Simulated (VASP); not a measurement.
Sc2SnS: single point with PBE

The system is Sc2SnS.

```
Sc Sn S
1.0
     4.96084    0.00000    0.00000
     0.00000    4.96084    0.00000
     0.00000    0.00000    3.77002
Sc Sn S
2 1 1
Direct
  0.00000 0.50000 0.50000
  0.50000 0.00000 0.50000
  0.00000 0.00000 0.00000
  0.50000 0.50000 0.50000
```

The cell was generated, and may not be a known phase.

```yaml
Program: VASP 6.6.1
Task: single point
Functional: PBE
Potentials_or_basis: VASP PAW PBE potentials, release 64 (Sc_sv, Sn_d, S)
Cutoff: 520 eV
k_mesh: 10 × 10 × 12
Occupations: gaussian, width 0.1 eV
Spin: no spin polarisation
```

| Quantity | Value |
| --- | --- |
| Pressure | 0.1 GPa |
| Band gap on the k mesh | zero (bands 21 and 22 overlap by 0.72 eV) |

Stress tensor (GPa, compression positive):
```
0.20 0.00 0.00
0.00 0.20 0.00
0.00 0.00 0.04
```

Levels at points of the mesh, in eV from the Fermi level:
```
           k point  band 17  band 18  band 19  band 20  band 21  band 22  band 23  band 24  band 25  band 26
(0.00, 0.00, 0.00)    -3.78    -1.83    -0.57    -0.30     0.24     0.44     0.44     1.22     1.22     1.60
(0.50, 0.00, 0.00)    -3.83    -2.72    -2.15    -1.33     0.18     0.50     0.98     1.66     1.71     2.37
(0.50, 0.50, 0.00)    -5.53    -2.45    -2.12    -2.12    -0.12     0.71     0.71     2.23     2.45     2.96
(0.00, 0.00, 0.50)    -3.20    -3.20    -3.06    -1.60    -1.60    -0.31     1.29     1.29     1.58     2.57
(0.50, 0.00, 0.50)    -4.36    -3.49    -2.70    -1.11     0.25     0.48     0.49     1.13     2.14     2.40
(0.50, 0.50, 0.50)    -4.94    -4.29    -2.48    -1.09    -1.09     0.60     0.60     1.71     1.99     2.73
```

Run time: 17 min on 1 thread of Oxide Virtual Turin-like Processor, with other jobs on the host, peak memory 0.46 GiB.

Caveat: spin-orbit coupling is left out, which moves the levels of the heavy elements.
